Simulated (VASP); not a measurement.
# Li27H20F7 (P1) in VASP: notebook

The runs below take Li27H20F7 through single point, with PBEsol, revPBE.

All numbers are computed with VASP 6.6.1; they aren't measurements. Logs are shortened: lines on timing, memory, paths and dates and some standing lists are left out, and cuts for length are marked.

### 1 The cell of the first run

The typed cell holds 54 atoms: a = 8.457 Å, b = 8.457 Å, c = 8.457 Å, α = 60.00°, β = 60.00°, γ = 60.00°.

### 2 Single point, PBEsol

Input file INCAR:

```
SYSTEM = Li27H20F7
PREC = Accurate
ENCUT = 880
EDIFF = 1E-6
ISMEAR = -1
SIGMA = 0.05
LREAL = Auto
LASPH = .TRUE.
NELM = 120
ALGO = Normal
ISIF = 2
LWAVE = .FALSE.
LCHARG = .FALSE.
GGA = PS
ISYM = -1
NBANDS = 108
GGA_COMPAT = .FALSE.
```

Input file KPOINTS:

```
explicit points
1
Reciprocal
  0.25000000   0.25000000   0.25000000 1
```

Input file POSCAR:

```
Li27H20F7
1.0
    0.0000000000      5.9803110000      5.9803110000
    5.9803110000      0.0000000000      5.9803110000
    5.9803110000      5.9803110000      0.0000000000
H F Li
20 7 27
Direct
    0.4939070000      0.1687640000      0.1748130000
    0.1719730000      0.5015560000      0.4999030000
    0.5084210000      0.8315010000      0.1601080000
    0.5090930000      0.1639600000      0.8332020000
    0.8385410000      0.4955880000      0.4914420000
    0.1681000000      0.5045570000      0.1673560000
    0.5072810000      0.1700030000      0.4898210000
    0.8275590000      0.4893630000      0.1772430000
    0.1669210000      0.4996100000      0.8354760000
    0.8232260000      0.5082010000      0.8409830000
    0.4990660000      0.4990420000      0.1689440000
    0.1650780000      0.8372050000      0.4942430000
    0.4923780000      0.5089100000      0.8416470000
    0.1706850000      0.1644780000      0.1602440000
    0.8302800000      0.1692480000      0.1718640000
    0.1663400000      0.8359240000      0.1729700000
    0.1576300000      0.1623260000      0.8333870000
    0.8314950000      0.8434230000      0.1659800000
    0.8353870000      0.1691160000      0.8354960000
    0.8308150000      0.8357340000      0.8342660000
    0.4908330000      0.8377970000      0.8317220000
    0.4975970000      0.8386590000      0.4976420000
    0.1645340000      0.1679650000      0.4898020000
    0.8365150000      0.1568810000      0.5018730000
    0.8263110000      0.8348730000      0.4935500000
    0.5012950000      0.5088840000      0.4945530000
    0.1615240000      0.8315470000      0.8391910000
    0.9947280000      0.9970210000      0.0069340000
    0.6628130000      0.9969050000      0.0020890000
    0.0044710000      0.6670030000      0.9929280000
    0.9942500000      0.0110540000      0.6686380000
    0.3295640000      0.3399910000      0.3239430000
    0.6635160000      0.6676750000      0.0062530000
    0.6753270000      0.0030660000      0.6618430000
    0.9906680000      0.6754070000      0.6604440000
    0.6535450000      0.6724250000      0.6708440000
    0.0115990000      0.9945330000      0.3355700000
    0.3214630000      0.3471880000      0.0135150000
    0.6654950000      0.9961460000      0.3354970000
    0.9929670000      0.6744270000      0.3336270000
    0.3393010000      0.3218650000      0.6676980000
    0.6646840000      0.6739340000      0.3337250000
    0.9972270000      0.3336750000      0.9969970000
    0.3356760000      0.9954520000      0.3338020000
    0.6670570000      0.3369640000      0.0033810000
    0.9980820000      0.3302420000      0.6723920000
    0.3327410000      0.6654930000      0.3369790000
    0.6700940000      0.3261570000      0.6634840000
    0.3456540000      0.9843850000      0.9991020000
    0.0018640000      0.3352620000      0.3380150000
    0.3386950000      0.6648080000      0.0006140000
    0.3304660000      0.0018950000      0.6699490000
    0.6620620000      0.3407230000      0.3320890000
    0.3398150000      0.6768890000      0.6662930000
```

Potentials or basis: VASP PAW PBE potentials, release 64 (H, F, Li_sv).

Started as:

```
> cat potpaw_PBE.64/H/POTCAR potpaw_PBE.64/F/POTCAR potpaw_PBE.64/Li_sv/POTCAR > POTCAR
> mpirun -np 1 vasp_std > vasp.out
```

OUTCAR:

```text
SYSTEM = Li27H20F7
   PREC = Accurate
   ENCUT = 880
   EDIFF = 1E-6
   ISMEAR = -1
   LREAL = Auto
   LASPH = .TRUE.
   NELM = 120
   ISIF = 2
   GGA = PS
   ISYM = -1

 ion  position               nearest neighbor table
   1  0.494  0.169  0.175-
   2  0.172  0.502  0.500-
   3  0.508  0.832  0.160-
   4  0.509  0.164  0.833-
   5  0.839  0.496  0.491-
   6  0.168  0.505  0.167-
[... 12 lines left out ...]
  19  0.835  0.169  0.835-
  20  0.831  0.836  0.834-
  21  0.491  0.838  0.832-  49 1.88  52 1.93  51 1.95  36 1.95  33 2.08  34 2.09
  22  0.498  0.839  0.498-  54 1.91  39 1.95  44 1.95  42 1.97  36 1.97  52 2.01
  23  0.165  0.168  0.490-  50 1.88  31 1.96  44 1.97  32 2.02  46 2.06  52 2.07
  24  0.837  0.157  0.502-  34 1.88  31 1.95  37 1.97  48 1.98  50 2.06  53 2.06
  25  0.826  0.835  0.494-  39 1.91  40 1.92  35 1.98  36 2.01  34 2.02  37 2.07
  26  0.501  0.509  0.495-  47 1.95  42 1.96  53 1.98  48 2.02  54 2.03  41 2.09
  27  0.162  0.832  0.839-  30 1.92  54 1.96  28 1.99  31 2.02  51 2.03  52 2.03
  28  0.995  0.997  0.007-  27 1.99
  29  0.663  0.997  0.002-
  30  0.004  0.667  0.993-  27 1.92
  31  0.994  0.011  0.669-  24 1.95  23 1.96  27 2.02
  32  0.330  0.340  0.324-  23 2.02
  33  0.664  0.668  0.006-  21 2.08
  34  0.675  0.003  0.662-  24 1.88  25 2.02  21 2.09
  35  0.991  0.675  0.660-  25 1.98
  36  0.654  0.672  0.671-  21 1.95  22 1.97  25 2.01
  37  0.012  0.995  0.336-  24 1.97  25 2.07
  38  0.321  0.347  0.014-
  39  0.665  0.996  0.335-  25 1.91  22 1.95
  40  0.993  0.674  0.334-  25 1.92
  41  0.339  0.322  0.668-  26 2.09
  42  0.665  0.674  0.334-  26 1.96  22 1.97
  43  0.997  0.334  0.997-
  44  0.336  0.995  0.334-  22 1.95  23 1.97
  45  0.667  0.337  0.003-
  46  0.998  0.330  0.672-  23 2.06
  47  0.333  0.665  0.337-  26 1.95
  48  0.670  0.326  0.663-  24 1.98  26 2.02
  49  0.346  0.984  0.999-  21 1.88
  50  0.002  0.335  0.338-  23 1.88  24 2.06
  51  0.339  0.665  0.001-  21 1.95  27 2.03
  52  0.330  0.002  0.670-  21 1.93  22 2.01  27 2.03  23 2.07
  53  0.662  0.341  0.332-  26 1.98  24 2.06
  54  0.340  0.677  0.666-  22 1.91  27 1.96  26 2.03

IMPORTANT INFORMATION: All symmetrisations will be switched off!
NOSYMM: (Re-)initialisation of all symmetry stuff for point group C_1.

----------------------------------------------------------------------------------------

                                     Primitive cell

  volume of cell :     427.7611

  direct lattice vectors                    reciprocal lattice vectors
     0.000000000  5.980311000  5.980311000    -0.083607692  0.083607692  0.083607692
     5.980311000  0.000000000  5.980311000     0.083607692 -0.083607692  0.083607692
     5.980311000  5.980311000  0.000000000     0.083607692  0.083607692 -0.083607692

  length of vectors
     8.457436923  8.457436923  8.457436923     0.144812770  0.144812770  0.144812770

  position of ions in fractional coordinates (direct lattice)
     0.493907000  0.168764000  0.174813000
     0.171973000  0.501556000  0.499903000
     0.508421000  0.831501000  0.160108000
     0.509093000  0.163960000  0.833202000
     0.838541000  0.495588000  0.491442000
     0.168100000  0.504557000  0.167356000
[... 46 lines left out ...]
     0.662062000  0.340723000  0.332089000
     0.339815000  0.676889000  0.666293000

  ion indices of the primitive-cell ions
   primitive index   ion index
                 1           1
                 2           2
                 3           3
                 4           4
                 5           5
                 6           6
[... 46 lines left out ...]
                53          53
                54          54

----------------------------------------------------------------------------------------

 KPOINTS: explicit points

Read explicit list of k-points.

 Found      1 k-points:

 Following reciprocal coordinates:
            Coordinates               Weight
  0.250000  0.250000  0.250000      1.000000
   k-points           NKPTS =      1   k-points in BZ     NKDIM =      1   number of bands    NBANDS=    108
   number of dos      NEDOS =    301   number of ions     NIONS =     54
   total plane-waves  NPLWV = 592704
   dimension x,y,z NGX =    84 NGY =   84 NGZ =   84
   dimension x,y,z NGXF=   168 NGYF=  168 NGZF=  168
   ions per type =              20   7  27
   NGX,Y,Z   is equivalent  to a cutoff of  16.51, 16.51, 16.51 a.u.
   NGXF,Y,Z  is equivalent  to a cutoff of  33.02, 33.02, 33.02 a.u.
 SYSTEM =  Li27H20F7
   PREC   = accura    normal or accurate (medium, high low for compatibility)
   ISTART =      0    job   : 0-new  1-cont  2-samecut
   ICHARG =      2    charge: 1-file 2-atom 10-const
   ISPIN  =      1    spin polarized calculation?
   LNONCOLLINEAR =      F non collinear calculations
   LSORBIT =      F    spin-orbit coupling
   LASPH  =      T    aspherical Exc in radial PAW
   ENCUT  =  880.0 eV  64.68 Ry    8.04 a.u.  20.46 20.46 20.46*2*pi/ulx,y,z
   NELM   =    120;   NELMIN=  2; NELMDL= -5     # of ELM steps
   EDIFF  = 0.1E-05   stopping-criterion for ELM
   LREAL  =      T    real-space projection
   EDIFFG = 0.1E-04   stopping-criterion for IOM
   NSW    =      0    number of steps for IOM
   IBRION =     -1    ionic relax: 0-MD 1-quasi-New 2-CG
   NFREE  =      0    steps in history (QN), initial steepest desc. (CG)
   ISIF   =      2    stress and relaxation
   ISYM   =     -1    0-nonsym 1-usesym 2-fastsym
   POTIM  = 0.5000    time-step for ionic-motion
   TEBEG  =    0.0;   TEEND  =   0.0 temperature during run
   PSTRESS=    0.0 pullay stress
   NELECT =     150.0000    total number of electrons
   NUPDOWN=      -1.0000    fix difference up-down
   EMIN   =  10.00;   EMAX   =-10.00  energy-range for DOS
   EFERMI =   0.00;   METHOD = LEGACY
   ISMEAR =    -1;   SIGMA  =   0.05  broadening in eV -4-tet -1-fermi 0-gaus
   EFERMI_NEDOS =   21; number of points for ismear=-14 and -15
   IALGO  =     38    algorithm
   IMIX   =      4    mixing-type and parameters
     AMIX     =   0.40;   BMIX     =  1.00
     AMIX_MAG =   1.60;   BMIX_MAG =  1.00
  volume/ion in A,a.u.               =       7.92        53.46
  Fermi-wavevector in a.u.,A,eV,Ry     =   1.154440  2.181576 18.132926  1.332732
  Thomas-Fermi vector in A             =   2.291077
   LORBIT       =      0    0 simple, 1 ext, 2 COOP (PROOUT), +10 PAW based schemes
   GGA     = PS    functional components
   LHFCALC =     F    Hartree Fock is set to
   AEXX    =    0.0000 exact exchange contribution
   IVDW    =     0    specifies the selected vdW correction
   LEPSILON=     F    determine dielectric tensor
   LRPA    =     F    only Hartree local field effects (RPA)
 non-spin polarized calculation
  energy-cutoff  :      880.00
  volume of cell :      427.76
 maximum number of plane-waves:     25362
 NGX is ok and might be reduce to    84
   NGX = 41   NGY = 41   NGZ = 41

 number of electron     150.0000003 magnetization

 Free energy of the ion-electron system (eV)
  ---------------------------------------------------
  ext. energy  EPLUGINS =         0.00000000
  ---------------------------------------------------
  free energy    TOTEN  =      -190.38920699 eV

  energy without entropy =     -190.38920699  energy(sigma->0) =     -190.38920699

 E-fermi :   1.4468     XC(G=0):  -9.0973

 val. band max:        0.2415756911   @ k =   0.2500   0.2500   0.2500
 cond. band min:       5.3132205925   @ k =   0.2500   0.2500   0.2500
 fundamental gap:      5.0716449014
 Fermi energy:         1.4468030295

 k-point     1 :       0.2500    0.2500    0.2500
  band No.  band energies     occupation
      1     -43.0839      2.00000
      2     -43.0593      2.00000
      3     -42.9915      2.00000
      4     -42.9640      2.00000
      5     -42.9470      2.00000
      6     -42.9170      2.00000
[... 79 lines left out ...]
     86       6.7830      0.00000
     87       6.8941      0.00000
 [bands above 87 left out]

------------------------ aborting loop because EDIFF is reached ----------------------------------------

  FORCE on cell =-STRESS in cart. coord.  units (eV):
  Direction    XX          YY          ZZ          XY          YZ          ZX
  --------------------------------------------------------------------------------------
  -------------------------------------------------------------------------------------
  Total        1.7721289      2.0934731      2.3466778      0.4747340      0.0950673      0.6625392
  in kB        6.6375007      7.8410940      8.7894711      1.7781141      0.3560740      2.4815377
  external PRESSURE =       7.7560219 kB  Pullay stress =       0.0000000 kB

 VOLUME and BASIS-vectors are now :
 -----------------------------------------------------------------------------
  energy-cutoff  :      880.00
  volume of cell :      427.76
      direct lattice vectors                 reciprocal lattice vectors
     0.000000000  5.980311000  5.980311000    -0.083607692  0.083607692  0.083607692
     5.980311000  0.000000000  5.980311000     0.083607692 -0.083607692  0.083607692
     5.980311000  5.980311000  0.000000000     0.083607692  0.083607692 -0.083607692

 POSITION                                       TOTAL-FORCE (eV/Angst)
 -----------------------------------------------------------------------------------
      2.05470      3.99915      3.96298        -0.195301     -0.138841      0.118681
      5.98904      4.01803      4.02791         0.002817     -0.119544     -0.184934
      5.93013      3.99801      8.01315         0.106214     -0.012184     -0.064595
      5.96334      8.02734      4.02507         0.024124     -0.101302     -0.060346
      5.90275      7.95371      7.97851         0.295756      0.064387     -0.008654
      4.01825      2.00613      4.02270         0.041025     -0.115057     -0.061885
[... 46 lines left out ...]
      4.02363      5.94533      5.99697        -0.088460      0.141062     -0.043429
      8.03265      6.01684      6.08021        -0.189020     -0.137337     -0.450817
 -----------------------------------------------------------------------------------
    total drift:                               -0.020189     -0.066693      0.027038

  FREE ENERGIE OF THE ION-ELECTRON SYSTEM (eV)
  ---------------------------------------------------
  free  energy   TOTEN  =      -190.3892069917 eV

  energy  without entropy=     -190.3892069916  energy(sigma->0) =     -190.38920699
```

Run time: 6.9 min. Hardware: 1 thread of Intel Xeon Platinum 8259CL at 2.50GHz (Skylake/Cascade Lake), shared host; peak memory 1.1 GiB.

Results:

- Free energy: -190.3892 eV
- Pressure: 0.8 GPa
- Largest force: 0.606 eV/Å
- Band gap on the k mesh: 5.07 eV

Forces in eV/Å, atoms in the order of the input:
```
H   -0.195 -0.139  0.119
H    0.003 -0.120 -0.185
H    0.106 -0.012 -0.065
H    0.024 -0.101 -0.060
H    0.296  0.064 -0.009
H    0.041 -0.115 -0.062
H    0.217  0.010 -0.197
H    0.009 -0.115  0.361
H   -0.022 -0.028 -0.028
H   -0.184 -0.007  0.069
H    0.050 -0.077  0.069
H    0.001  0.170 -0.051
H   -0.243  0.046 -0.032
H    0.063  0.066  0.070
H   -0.167 -0.096  0.037
H   -0.190 -0.039 -0.079
H    0.063  0.094  0.210
H   -0.182 -0.049 -0.186
H    0.051 -0.107 -0.062
H   -0.033  0.006 -0.061
F   -0.118  0.183  0.125
F    0.020  0.091 -0.122
F    0.281  0.395 -0.009
F    0.243 -0.041  0.185
F    0.173  0.407 -0.025
F    0.029  0.215 -0.181
F   -0.049 -0.078  0.259
Li   0.005  0.006  0.137
Li   0.163 -0.034  0.206
Li   0.084 -0.016 -0.108
Li  -0.177  0.107 -0.043
Li   0.122  0.324 -0.092
Li  -0.170  0.026  0.029
Li  -0.100 -0.137 -0.187
Li  -0.080  0.238 -0.018
Li  -0.082  0.187  0.183
Li   0.118 -0.379 -0.009
Li  -0.595 -0.058 -0.095
Li   0.163 -0.097  0.250
Li  -0.087  0.131  0.019
Li   0.264 -0.125  0.208
Li  -0.229  0.029 -0.144
Li   0.090  0.156  0.020
Li   0.159 -0.176  0.139
Li  -0.111 -0.005 -0.138
Li  -0.034 -0.091  0.129
Li  -0.019  0.093 -0.035
Li   0.188 -0.098  0.022
Li   0.438 -0.192  0.116
Li  -0.243 -0.244 -0.141
Li   0.193 -0.107 -0.058
Li  -0.069 -0.162  0.013
Li  -0.088  0.141 -0.043
Li  -0.189 -0.137 -0.451
```

Stress tensor (GPa, compression positive):
```
0.66 0.18 0.25
0.18 0.78 0.04
0.25 0.04 0.88
```

Caveat: the PAW data sets were made with another functional, which shifts forces and pressure a little; a shifted mesh leaves out Γ, where band edges can lie.

### 3 Single point, PBEsol

Input file INCAR:

```
SYSTEM = Li27H20F7
PREC = Accurate ; ENCUT = 880
EDIFF = 1E-6 ; ISMEAR = 1
SIGMA = 0.05 ; LREAL = Auto
LASPH = .TRUE. ; NELM = 120
ALGO = Normal ; ISIF = 2
LWAVE = .FALSE. ; LCHARG = .FALSE.
GGA = PS ; NBANDS = 108
ISYM = -1 ; GGA_COMPAT = .FALSE.
```

KPOINTS is that of step 2.

POSCAR is that of step 2.

Potentials or basis: VASP PAW PBE potentials, release 64 (H, F, Li_sv).

Started as:

```
> cat potpaw_PBE.64/H/POTCAR potpaw_PBE.64/F/POTCAR potpaw_PBE.64/Li_sv/POTCAR > POTCAR
> mpirun -np 1 vasp_std > vasp.out
```

It took 7.2 min on 1 thread of Intel Xeon Platinum 8259CL at 2.50GHz (Skylake/Cascade Lake), shared host; peak memory 1.1 GiB.

The run converged. Its results:

| Quantity | Value |
| --- | --- |
| Free energy | -190.3863 eV |
| Pressure | 0.8 GPa |
| Largest force | 0.606 eV/Å |
| Band gap on the k mesh | 5.07 eV |

Forces on the atoms (eV/Å):
```
H   -0.195 -0.139  0.119
H    0.003 -0.120 -0.185
H    0.106 -0.012 -0.065
H    0.024 -0.101 -0.060
H    0.296  0.064 -0.009
H    0.041 -0.115 -0.062
H    0.217  0.010 -0.197
H    0.009 -0.115  0.360
H   -0.022 -0.028 -0.028
H   -0.184 -0.007  0.069
H    0.050 -0.077  0.069
H    0.001  0.170 -0.051
H   -0.243  0.046 -0.032
H    0.062  0.066  0.070
H   -0.167 -0.096  0.037
H   -0.190 -0.039 -0.079
H    0.063  0.094  0.210
H   -0.182 -0.049 -0.186
H    0.051 -0.107 -0.061
H   -0.033  0.006 -0.061
F   -0.118  0.183  0.125
F    0.020  0.091 -0.122
F    0.281  0.395 -0.009
F    0.243 -0.041  0.185
F    0.173  0.407 -0.025
F    0.029  0.215 -0.181
F   -0.049 -0.078  0.259
Li   0.005  0.006  0.137
Li   0.163 -0.034  0.206
Li   0.084 -0.016 -0.108
Li  -0.177  0.107 -0.043
Li   0.122  0.324 -0.092
Li  -0.170  0.026  0.029
Li  -0.100 -0.137 -0.187
Li  -0.080  0.238 -0.018
Li  -0.082  0.187  0.183
Li   0.118 -0.379 -0.009
Li  -0.595 -0.058 -0.095
Li   0.163 -0.097  0.250
Li  -0.087  0.131  0.019
Li   0.264 -0.125  0.208
Li  -0.229  0.029 -0.144
Li   0.090  0.156  0.020
Li   0.159 -0.176  0.139
Li  -0.111 -0.005 -0.138
Li  -0.034 -0.091  0.129
Li  -0.019  0.093 -0.035
Li   0.188 -0.098  0.022
Li   0.438 -0.192  0.116
Li  -0.242 -0.244 -0.141
Li   0.193 -0.107 -0.058
Li  -0.069 -0.162  0.013
Li  -0.088  0.141 -0.043
Li  -0.189 -0.137 -0.451
```

Stress tensor (GPa, compression positive):
```
0.66 0.18 0.25
0.18 0.78 0.04
0.25 0.04 0.88
```

Levels at points of the mesh, in eV from the valence-band top:
| k point | band 73 | band 74 | band 75 | band 76 | band 77 | band 78 |
| --- | --- | --- | --- | --- | --- | --- |
| (0.25, 0.25, 0.25) | -0.17 | -0.11 | 0.00 | 5.07 | 5.21 | 5.35 |

Caveat: the PAW data sets were made with another functional, which shifts forces and pressure a little; a shifted mesh leaves out Γ, where band edges can lie.

(Continued in part 2 of 2.)
